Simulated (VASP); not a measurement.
## Cd2HgSe3: single point with PBE

The system is Cd2HgSe3.

```
CELL_PARAMETERS angstrom
4.39878 0.00000 0.00000
-2.19939 3.80946 0.00000
0.00000 0.00000 21.53881
ATOMIC_POSITIONS crystal
Cd 0.66667 0.33333 0.49922
Cd 0.66667 0.33333 0.83360
Cd 0.33333 0.66667 0.33360
Cd 0.33333 0.66667 0.99922
Hg 0.66667 0.33333 0.16706
Hg 0.33333 0.66667 0.66706
Se 0.66667 0.33333 0.29302
Se 0.66667 0.33333 0.62434
Se 0.66667 0.33333 0.95862
Se 0.33333 0.66667 0.12434
Se 0.33333 0.66667 0.45862
Se 0.33333 0.66667 0.79302
```

```
Program             : VASP 6.6.1
Task                : single point
Functional          : PBE
Potentials or basis : VASP PAW PBE potentials, release 64 (Cd, Hg, Se)
Cutoff              : 520 eV
k mesh              : 6 × 6 × 1
Occupations         : gaussian, width 0.2 eV
Spin                : no spin polarisation
```

```
Pressure               : 0.3 GPa
Largest force          : 0.008 eV/Å
Band gap on the k mesh : zero (filled and empty bands touch)
```

Forces in eV/Å, atoms in the order of the input:
```
Cd   0.000  0.000 -0.002
Cd   0.000  0.000  0.004
Cd   0.000  0.000  0.004
Cd   0.000  0.000 -0.002
Hg   0.000  0.000  0.008
Hg   0.000  0.000  0.008
Se   0.000  0.000 -0.006
Se   0.000  0.000 -0.003
Se   0.000  0.000  0.000
Se   0.000  0.000 -0.003
Se   0.000  0.000  0.000
Se   0.000  0.000 -0.006
```

Levels at points of the mesh, in eV from the Fermi level:
```csv
k point,band 51,band 52,band 53,band 54,band 55,band 56,band 57,band 58
"(0.00, 0.00, 0.00)",-0.19,-0.19,-0.14,-0.10,-0.10,1.00,1.57,1.60
"(0.50, 0.00, 0.00)",-1.25,-1.13,-1.08,-0.87,1.88,2.25,2.46,2.87
```

It took 7.2 min on 1 thread of Intel Xeon 8259CL (shared host), peak memory 0.57 GiB.

Caveat: semilocal functionals underestimate gaps, and a narrow one can read as zero; spin-orbit coupling is left out, which moves the levels of the heavy elements.
